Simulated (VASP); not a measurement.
A run of VASP 6.6.1:

Contents of INCAR:

```
SYSTEM = CoSi2
ALGO = Normal
EDIFF = 1E-7
ENCUT = 520
GGA = PE
ISIF = 2
ISMEAR = -1
ISPIN = 2
LASPH = .TRUE.
LCHARG = .FALSE.
LMAXMIX = 4
LORBIT = 11
LREAL = .FALSE.
LWAVE = .FALSE.
MAGMOM = 2 0 0
NBANDS = 20
NELM = 150
PREC = Accurate
SIGMA = 0.05
```

Contents of KPOINTS:

```
k-points
0
G
  11 11 11
  0 0 0
```

Contents of POSCAR:

```
CoSi2
1.0
    0.0000000000      2.7629750000      2.6825000000
    2.7629750000      0.0000000000      2.6825000000
    2.7629750000      2.7629750000      0.0000000000
Co Si
1 2
Direct
    0.0000000000      0.0000000000      0.0000000000
    0.2500000000      0.2500000000      0.2500000000
    0.7500000000      0.7500000000      0.7500000000
```

Potentials or basis: VASP PAW PBE potentials, release 64 (Co, Si).

Launch:

```sh
$ cat potpaw_PBE.64/Co/POTCAR potpaw_PBE.64/Si/POTCAR > POTCAR
$ mpirun -np 1 vasp_std > vasp.out
```

Hardware: 1 thread of AMD EPYC 9R45 96-Core Processor (Zen 5) (shared host).

Question: How long does it take, and how much memory?

Answer: It took 2.4 min on 1 thread of AMD EPYC 9R45 96-Core Processor (Zen 5) (shared host), peak memory 0.27 GiB. Counts: scf iterations 17, k points 126.
